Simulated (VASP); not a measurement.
Set up this calculation in VASP 6.6.1, as the native input.

```
Task                   : single point
Functional             : PBEsol
Potentials or basis    : VASP PAW PBE potentials, release 64 (Cd, Hg, Te)
Cutoff                 : 520 eV
k mesh                 : 6 × 6 × 6
Occupations            : gaussian, width 0.1 eV
Spin                   : no spin polarisation
Dipole correction      : no
Further INCAR settings : LREAL = Auto; ALGO = Normal; EDIFF = 1e-07; NBANDS = 86
```

The structure of CdHg7Te8 lies in POSCAR:

```
CdHg7Te8
1.0
    0.0000000000      6.5073072020     -6.5073072020
    6.5073072020      6.5073072020      0.0000000000
    6.5073072020      0.0000000000     -6.5073072020
Cd Hg Te
1 7 8
Direct
    0.5000000000      0.0000000000      0.5000000000
    0.4999778709      0.5000221291      0.4999778709
    0.0000221291     -0.0000221291      0.4999778709
    0.0000221291      0.5000221291      0.4999778709
    0.4999778709     -0.0000221291      0.0000221291
    0.4999778709      0.5000221291      0.0000221291
    0.0000221291     -0.0000221291      0.0000221291
    0.0000000000      0.5000000000      0.0000000000
    0.3752295692      0.3743112925      0.3752295692
    0.3752295692      0.8752295692      0.3752295692
    0.8750175653      0.3750175653      0.3749473042
    0.8743112925      0.8752295692      0.3752295692
    0.3749473042      0.3750175653      0.8750175653
    0.3752295692      0.8752295692      0.8743112925
    0.8750175653      0.3750175653      0.8750175653
    0.8750175653      0.8749473042      0.8750175653
```

The input as run:

INCAR

```
PREC     = Accurate       # precision mode
ENCUT    = 520            # plane-wave cutoff, eV
EDIFF    = 1E-7           # SCF threshold, eV
ISMEAR   = 0              # smearing method
SIGMA    = 0.1            # smearing width, eV
LREAL    = Auto         
LASPH    = T              # aspherical terms in the spheres
NELM     = 100            # most SCF steps
ALGO     = Normal         # electronic algorithm
ISIF     = 2              # what is computed and relaxed
LWAVE    = F              # write WAVECAR
LCHARG   = F              # write CHGCAR
GGA      = PS             # functional
NBANDS   = 86             # bands
LUSENCCL = F
```

KPOINTS

```
regular mesh
0
Gamma
  6 6 6
```

Potentials or basis: VASP PAW PBE potentials, release 64 (Cd, Hg, Te).

Command:

```console
$ cat potpaw_PBE.64/Cd/POTCAR potpaw_PBE.64/Hg/POTCAR potpaw_PBE.64/Te/POTCAR > POTCAR
$ mpirun -np 1 vasp_std > vasp.out
```

Results of the run:

```json
{
 "Pressure": "0.1 GPa",
 "Largest force": "0.009 eV/Å",
 "Band gap on the k mesh": "zero (filled and empty bands touch)"
}
```

Caveat: semilocal functionals underestimate gaps, and a narrow one can read as zero; the PAW data sets were made with another functional, which shifts forces and pressure a little; spin-orbit coupling is left out, which moves the levels of the heavy elements.

It took 90 s on 1 × NVIDIA H100 80GB with 1 thread of AMD EPYC 7R13 Processor (Zen 3), on a shared host, peak memory 1.9 GiB.
